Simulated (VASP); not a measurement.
Input of a VASP 6.6.1 run:

File INCAR:

```
PREC     = Accurate       # precision mode
ENCUT    = 520            # plane-wave cutoff, eV
EDIFF    = 1E-8           # SCF threshold, eV
ISMEAR   = -1             # smearing method
SIGMA    = 0.05           # smearing width, eV
LREAL    = False          # projectors in reciprocal space
LASPH    = True           # aspherical terms in the spheres
NELM     = 60             # most SCF steps
ALGO     = Normal         # electronic algorithm
ISIF     = 2              # what is computed and relaxed
LWAVE    = False          # write WAVECAR
LCHARG   = False          # write CHGCAR
GGA      = PE             # functional
LEFG     = True         
NBANDS   = 26             # bands
```

The input KPOINTS:

```
regular mesh
0
Gamma
  5 3 3
```

File POSCAR:

```
Cs
1.0
    5.5192572500      0.0000000000      0.0000000000
    0.0000000000     10.0516815000      0.0000000000
    0.0000000000      0.0000000000      8.9880748700
Cs
4
Direct
    0.7393010300      0.3947436000      0.7500000000
    0.2606989700      0.6052564000      0.2500000000
    0.7393010300      0.1052564000      0.2500000000
    0.2606989700      0.8947436000      0.7500000000
```

Potentials or basis: VASP PAW PBE potentials, release 64 (Cs_sv).

Run with:

```console
$ cat potpaw_PBE.64/Cs_sv/POTCAR > POTCAR
$ mpirun -np 1 vasp_std > vasp.out
```

Task: Predict the largest force.

Result: 0.021 eV/Å.

Task: What does it give for the band gap on the k mesh?

Result: Zero (band 18 reaches 0.58 eV, above the bottom of band 19 at -0.15 eV).

Task: What does it give for the pressure?

Result: -0.1 GPa.

Stress tensor (GPa, compression positive):
```
-0.14  0.00  0.00
 0.00 -0.16  0.00
 0.00  0.00 -0.04
```

Caveat: without QUAD_EFG the Cq values of the log hold for a quadrupole moment of 1 mb, not for the nuclei; spin-orbit coupling is left out, which moves the levels of the heavy elements.
